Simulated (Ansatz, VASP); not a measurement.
**Pt: VASP beside Ansatz**

```
Pt
1.0
    -1.58217    1.58498    1.52127
     1.60292   -1.57978    1.53619
     1.56748    1.56509   -1.51627
Pt
1
Direct
  0.00000 0.00000 0.00000
```

Alike in both runs: task single point; functional PBE; k mesh 12 × 12 × 12; occupations fermi-dirac, width 0.05 eV; no spin polarisation.

|  | VASP | Ansatz |
| --- | --- | --- |
| version | VASP 6.6.1 | Ansatz 0.2.0 |
| potentials or method | VASP PAW PBE potentials, release 64 (Pt) | Ansatz PAW |
| plane-wave cutoff (eV) | 520 | 420 |
| valence electrons in the cell | 10 | 18 |

Ansatz gave:

| Property | Result |
| --- | --- |
| gap on the k mesh at the Fermi level (eV) | none |
| pressure (GPa) | 9.4 |
| traceless stress, the component that is largest in VASP (GPa) | -2.28 |

Estimate VASP's values.

gap on the k mesh at the Fermi level (eV): none; pressure (GPa): 8.8; traceless stress, the component that is largest in VASP (GPa): -2.26.

A gap of «none» marks a metal or a gap that the smearing closes. With one functional, cell and mesh, what is left measures potentials, basis and numerics. VASP's potentials hold 10 valence electrons a cell and Ansatz's 18, so a difference there can come from the potentials and not from the codes.

Neither program's run includes spin-orbit coupling.
